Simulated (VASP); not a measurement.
A run of VASP 6.6.1 is set up as follows.

Contents of INCAR:

```
ALGO = Normal
EDIFF = 1E-7
EDIFFG = -0.01
ENCUT = 600
GGA = PE
IBRION = 2
ISIF = 3
ISMEAR = 0
LASPH = True
LCHARG = False
LREAL = False
LWAVE = False
NELM = 60
NSW = 100
PREC = Accurate
SIGMA = 0.1
```

File KPOINTS:

```
k-points
0
Gamma
  10 10 10
```

The input POSCAR:

```
Ta4N
1.0
    4.2906923000      0.0000000000      0.0000000000
    0.0000000000      4.2906923000      0.0000000000
    0.0000000000      0.0000000000      4.2906923000
Ta N
4 1
Direct
    0.0000000000      0.0000000000      0.0000000000
    0.5000000000      0.5000000000      0.0000000000
    0.5000000000      0.0000000000      0.5000000000
    0.0000000000      0.5000000000      0.5000000000
    0.5000000000      0.5000000000      0.5000000000
```

Potentials or basis: VASP PAW PBE potentials, release 64 (Ta_pv, N).

The run is started by

```console
$ cat potpaw_PBE.64/Ta_pv/POTCAR potpaw_PBE.64/N/POTCAR > POTCAR
$ mpirun -np 1 vasp_std > vasp.out
```

Question: What does it give for the relaxed volume?

Answer: 15.82 Å³/atom.

Question: Estimate the relaxed cell.

Answer: a = 4.292 Å, b = 4.292 Å, c = 4.292 Å, α = 90.00°, β = 90.00°, γ = 90.00°.

Question: Predict the space group after relaxing (to 0.05 Å).

Answer: Pm-3m (No. 221).

Final structure:
```
Ta N
1.0
     4.29223    0.00000    0.00000
     0.00000    4.29223    0.00000
     0.00000    0.00000    4.29223
Ta N
4 1
Direct
  0.00000 0.00000 0.00000
  0.50000 0.50000 0.00000
  0.50000 0.00000 0.50000
  0.00000 0.50000 0.50000
  0.50000 0.50000 0.50000
```
